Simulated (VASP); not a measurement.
Input of a VASP 6.6.1 run:

Contents of INCAR:

```
  ALGO = Fast
  EDIFF = 1E-7
  ENCUT = 520
  GGA = CA
  ISIF = 2
  ISMEAR = 0
  LASPH = T
  LCHARG = F
  LREAL = F
  LWAVE = F
  NBANDS = 16
  NELM = 60
  PREC = Accurate
  SIGMA = 0.15
```

KPOINTS

```
k-points
0
Gamma
  14 14 14
```

File POSCAR:

```
Al2Cu
1.0
   -1.9111328529      1.9111328529      2.9768500000
    1.9111328529     -1.9111328529      2.9768500000
    1.9111328529      1.9111328529     -2.9768500000
Al Cu
2 1
Direct
    0.7500000000      0.2500000000      0.5000000000
    0.2500000000      0.7500000000      0.5000000000
    0.5000000000      0.5000000000      0.0000000000
```

Potentials or basis: VASP PAW LDA potentials, release 64 (Al, Cu).

The run is started by

```bash
$ cat potpaw_LDA.64/Al/POTCAR potpaw_LDA.64/Cu/POTCAR > POTCAR
$ mpirun -np 1 vasp_std > vasp.out
```

(1) Estimate the pressure.

(2) What does it give for the band gap on the k mesh?

## Answers

(1) 6.5 GPa.

(2) zero (an odd number of electrons rules out a gap without spin polarisation).

Caveat: the cell stands under pressure.
